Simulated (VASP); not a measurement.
# Zr in VASP: a series of runs

Zr is run at these levels: PBE; tasks: single point, relaxation of cell and atoms.

Program: VASP 6.6.1. These are calculated values, not measurements. Logs are shortened: lines on timing, memory, paths and dates and some standing lists are left out, and cuts for length are marked.

### Step 1. The cell of the first run

Symmetry: Im-3m, No. 229, cubic system. Conventional cell: a = 3.575 Å, b = 3.575 Å, c = 3.575 Å, α = 90.00°, β = 90.00°, γ = 90.00°. Within 4.1 Å of Zr (site symmetry m-3m) lie 14 Zr at 3.10 to 3.57 Å.

### Step 2. Single point, PBE

The input, INCAR:

```
SYSTEM = Zr
PREC = Accurate
ENCUT = 520
EDIFF = 1E-6
ISMEAR = 0
SIGMA = 0.1
LREAL = .FALSE.
LASPH = .TRUE.
NELM = 100
ALGO = Normal
ISIF = 2
LWAVE = .FALSE.
LCHARG = .FALSE.
GGA = PE
NBANDS = 12
```

The input, KPOINTS:

```
Automatic mesh
0
G
  16 16 16
  0 0 0
```

The input, POSCAR:

```
Zr
1.0
   -1.7872809735      1.7872809735      1.7872809735
    1.7872809735     -1.7872809735      1.7872809735
    1.7872809735      1.7872809735     -1.7872809735
Zr
1
Direct
    0.0000000000      0.0000000000      0.0000000000
```

Potentials or basis: VASP PAW PBE potentials, release 64 (Zr_sv).

The run is started by

```bash
$ cat potpaw_PBE.64/Zr_sv/POTCAR > POTCAR
$ mpirun -np 1 vasp_std > vasp.out
```

OUTCAR:

```text
SYSTEM = Zr
   PREC = Accurate
   ENCUT = 520
   EDIFF = 1E-6
   ISMEAR = 0
   LREAL = .FALSE.
   LASPH = .TRUE.
   NELM = 100
   ISIF = 2
   GGA = PE

 ion  position               nearest neighbor table
   1  0.000  0.000  0.000-

  LATTYP: Found a body centered cubic cell.
 ALAT       =     3.5745619470

  Lattice vectors:

 A1 = (  -1.7872809735,   1.7872809735,   1.7872809735)
 A2 = (   1.7872809735,  -1.7872809735,   1.7872809735)
 A3 = (   1.7872809735,   1.7872809735,  -1.7872809735)

Analysis of symmetry for initial positions (statically):
=====================================================================
 Subroutine PRICEL returns:
 Original cell was already a primitive cell.

 Routine SETGRP: Setting up the symmetry group for a
 body centered cubic supercell.

 Subroutine GETGRP returns: Found 48 space group operations
 (whereof 48 operations were pure point group operations)
 out of a pool of 48 trial point group operations.

The static configuration has the point symmetry O_h .

Analysis of symmetry for dynamics (positions and initial velocities):
=====================================================================
 Subroutine PRICEL returns:
 Original cell was already a primitive cell.

 Routine SETGRP: Setting up the symmetry group for a
 body centered cubic supercell.

 Subroutine GETGRP returns: Found 48 space group operations
 (whereof 48 operations were pure point group operations)
 out of a pool of 48 trial point group operations.

The dynamic configuration has the point symmetry O_h .

 Subroutine INISYM returns: Found 48 space group operations
 (whereof 48 operations are pure point group operations),
 and found     1 'primitive' translations

----------------------------------------------------------------------------------------

                                     Primitive cell

  volume of cell :      22.8370

  direct lattice vectors                    reciprocal lattice vectors
    -1.787280973  1.787280973  1.787280973     0.000000000  0.279754559  0.279754559
     1.787280973 -1.787280973  1.787280973     0.279754559  0.000000000  0.279754559
     1.787280973  1.787280973 -1.787280973     0.279754559  0.279754559  0.000000000

  length of vectors
     3.095661454  3.095661454  3.095661454     0.395632691  0.395632691  0.395632691

  position of ions in fractional coordinates (direct lattice)
     0.000000000  0.000000000  0.000000000

  ion indices of the primitive-cell ions
   primitive index   ion index
                 1           1

----------------------------------------------------------------------------------------

 KPOINTS: Automatic mesh

Automatic generation of k-mesh.
 Grid dimensions read from file:
 generate k-points for:   16   16   16

 Generating k-lattice:

  Cartesian coordinates                     Fractional coordinates (reciprocal lattice)
     0.000000000  0.017484660  0.017484660     0.062500000  0.000000000  0.000000000
     0.017484660  0.000000000  0.017484660     0.000000000  0.062500000  0.000000000
     0.017484660  0.017484660  0.000000000     0.000000000  0.000000000  0.062500000

  Length of vectors
     0.024727043  0.024727043  0.024727043

  Shift w.r.t. Gamma in fractional coordinates (k-lattice)
     0.000000000  0.000000000  0.000000000

 Subroutine IBZKPT returns following result:
 ===========================================

 Found    145 irreducible k-points:

 Following reciprocal coordinates:
            Coordinates               Weight
  0.000000  0.000000  0.000000      1.000000
  0.062500  0.000000  0.000000     12.000000
  0.125000  0.000000  0.000000     12.000000
  0.187500  0.000000  0.000000     12.000000
  0.250000  0.000000  0.000000     12.000000
  0.312500  0.000000  0.000000     12.000000
[... 16 lines left out ...]
  0.187500  0.187500  0.000000     24.000000
  0.250000  0.187500  0.000000     48.000000
 [... further k-points ...]
   k-points           NKPTS =    145   k-points in BZ     NKDIM =    145   number of bands    NBANDS=     12
   number of dos      NEDOS =    301   number of ions     NIONS =      1
   total plane-waves  NPLWV =  13824
   dimension x,y,z NGX =    24 NGY =   24 NGZ =   24
   dimension x,y,z NGXF=    48 NGYF=   48 NGZF=   48
   ions per type =               1
   NGX,Y,Z   is equivalent  to a cutoff of  12.89, 12.89, 12.89 a.u.
   NGXF,Y,Z  is equivalent  to a cutoff of  25.78, 25.78, 25.78 a.u.
 SYSTEM =  Zr
   PREC   = accura    normal or accurate (medium, high low for compatibility)
   ISTART =      0    job   : 0-new  1-cont  2-samecut
   ICHARG =      2    charge: 1-file 2-atom 10-const
   ISPIN  =      1    spin polarized calculation?
   LNONCOLLINEAR =      F non collinear calculations
   LSORBIT =      F    spin-orbit coupling
   LASPH  =      T    aspherical Exc in radial PAW
   ENCUT  =  520.0 eV  38.22 Ry    6.18 a.u.   5.76  5.76  5.76*2*pi/ulx,y,z
   NELM   =    100;   NELMIN=  2; NELMDL= -5     # of ELM steps
   EDIFF  = 0.1E-05   stopping-criterion for ELM
   LREAL  =      F    real-space projection
   EDIFFG = 0.1E-04   stopping-criterion for IOM
   NSW    =      0    number of steps for IOM
   IBRION =     -1    ionic relax: 0-MD 1-quasi-New 2-CG
   NFREE  =      0    steps in history (QN), initial steepest desc. (CG)
   ISIF   =      2    stress and relaxation
   ISYM   =      2    0-nonsym 1-usesym 2-fastsym
   POTIM  = 0.5000    time-step for ionic-motion
   TEBEG  =    0.0;   TEEND  =   0.0 temperature during run
   PSTRESS=    0.0 pullay stress
   NELECT =      12.0000    total number of electrons
   NUPDOWN=      -1.0000    fix difference up-down
   EMIN   =  10.00;   EMAX   =-10.00  energy-range for DOS
   EFERMI =   0.00;   METHOD = LEGACY
   ISMEAR =     0;   SIGMA  =   0.10  broadening in eV -4-tet -1-fermi 0-gaus
   EFERMI_NEDOS =   21; number of points for ismear=-14 and -15
   IALGO  =     38    algorithm
   IMIX   =      4    mixing-type and parameters
     AMIX     =   0.40;   BMIX     =  1.00
     AMIX_MAG =   1.60;   BMIX_MAG =  1.00
  volume/ion in A,a.u.               =      22.84       154.11
  Fermi-wavevector in a.u.,A,eV,Ry     =   1.321060  2.496441 23.744867  1.745199
  Thomas-Fermi vector in A             =   2.450841
   LORBIT       =      0    0 simple, 1 ext, 2 COOP (PROOUT), +10 PAW based schemes
   GGA     = PE    functional components
   LHFCALC =     F    Hartree Fock is set to
   AEXX    =    0.0000 exact exchange contribution
   IVDW    =     0    specifies the selected vdW correction
   LEPSILON=     F    determine dielectric tensor
   LRPA    =     F    only Hartree local field effects (RPA)
 non-spin polarized calculation
 Gauss-broadening in eV      SIGMA  =   0.10
  energy-cutoff  :      520.00
  volume of cell :       22.84
 maximum number of plane-waves:       630
   NGX = 11   NGY = 11   NGZ = 11

 number of electron      12.0000000 magnetization

 Free energy of the ion-electron system (eV)
  ---------------------------------------------------
  ext. energy  EPLUGINS =         0.00000000
  ---------------------------------------------------
  free energy    TOTEN  =        -8.44035348 eV

  energy without entropy =       -8.43040384  energy(sigma->0) =       -8.43537866

 E-fermi :   8.9213     XC(G=0): -11.1642

 val. band max:        8.9168867274   @ k =  -0.3750  -0.4375   0.0625
 cond. band min:       8.9443656364   @ k =   0.1250   0.1250   0.0625
 fundamental gap:      0.0274789090
 Fermi energy:         8.9213126637

 k-point     1 :       0.0000    0.0000    0.0000
  band No.  band energies     occupation
      1     -39.5295      2.00000
      2     -17.0150      2.00000
      3     -17.0150      2.00000
      4     -17.0150      2.00000
      5       3.5259      2.00000
      6      10.0586      0.00000
      7      10.0586      0.00000
      8      10.0586      0.00000
      9      12.5806      0.00000
     10      12.5806      0.00000
     11      21.3772      0.00000
     12      21.3772      0.00000

 k-point     2 :       0.0625    0.0000    0.0000
  band No.  band energies     occupation
      1     -39.5234      2.00000
      2     -17.0570      2.00000
      3     -17.0278      2.00000
      4     -17.0153      2.00000
      5       3.6622      2.00000
      6       9.9667      0.00000
      7      10.0290      0.00000
      8      10.1904      0.00000
      9      12.4355      0.00000
     10      12.5791      0.00000
     11      21.4984      0.00000
     12      21.6231      0.00000

 k-point     3 :       0.1250    0.0000    0.0000
  band No.  band energies     occupation
      1     -39.5059      2.00000
      2     -17.1750      2.00000
      3     -17.0639      2.00000
      4     -17.0162      2.00000
      5       4.0523      2.00000
      6       9.7191      0.00000
      7       9.9007      0.00000
      8      10.5801      0.00000
      9      12.1625      0.00000
     10      12.5847      0.00000
     11      21.7780      0.00000
     12      22.3299      0.00000
[... 286 lines left out ...]
 k-point    23 :       0.1875    0.1875    0.0000
  band No.  band energies     occupation
      1     -39.4097      2.00000
      2     -17.7170      2.00000
      3     -17.2603      2.00000
      4     -17.0897      2.00000
      5       6.2386      2.00000
      6       8.6181      1.99998
      7       8.9461      0.72596
      8      11.8686      0.00000
      9      13.1791      0.00000
     10      13.5739      0.00000
     11      21.0930      0.00000
     12      22.4983      0.00000

 k-point    24 :       0.2500    0.1875    0.0000
  band No.  band energies     occupation
      1     -39.3849      2.00000
      2     -17.8192      2.00000
      3     -17.3456      2.00000
      4     -17.1033      2.00000
      5       6.7121      2.00000
      6       8.4030      2.00000
      7       8.9537      0.64719
      8      12.0666      0.00000
      9      13.2648      0.00000
     10      14.6745      0.00000
     11      20.1738      0.00000
     12      21.7817      0.00000

 [... further k-points ...]
[... 5 lines left out ...]
  --------------------------------------------------------------------------------------
  -------------------------------------------------------------------------------------
  Total        0.0043111      0.0043111      0.0043111      0.0000000      0.0000000     -0.0000000
  in kB        0.3024577      0.3024577      0.3024577      0.0000000      0.0000000     -0.0000000
  external PRESSURE =       0.3024577 kB  Pullay stress =       0.0000000 kB

 VOLUME and BASIS-vectors are now :
 -----------------------------------------------------------------------------
  energy-cutoff  :      520.00
  volume of cell :       22.84
      direct lattice vectors                 reciprocal lattice vectors
    -1.787280973  1.787280973  1.787280973     0.000000000  0.279754559  0.279754559
     1.787280973 -1.787280973  1.787280973     0.279754559  0.000000000  0.279754559
     1.787280973  1.787280973 -1.787280973     0.279754559  0.279754559  0.000000000

 POSITION                                       TOTAL-FORCE (eV/Angst)
 -----------------------------------------------------------------------------------
      0.00000      0.00000      0.00000        -0.000000      0.000000     -0.000000
 -----------------------------------------------------------------------------------
    total drift:                               -0.000000      0.000000      0.000000

  FREE ENERGIE OF THE ION-ELECTRON SYSTEM (eV)
  ---------------------------------------------------
  free  energy   TOTEN  =        -8.4403534794 eV

  energy  without entropy=       -8.4304038447  energy(sigma->0) =       -8.43537866
```

It took 81 s on 1 thread of AMD EPYC 7R13, shared host; peak memory 0.13 GiB.

Results:

* Free energy: -8.4404 eV
* Pressure: 0.0 GPa
* Band gap on the k mesh: zero (band 6 reaches 10.06 eV, above the bottom of band 7 at 8.18 eV)

(Continued in part 2 of 3.)
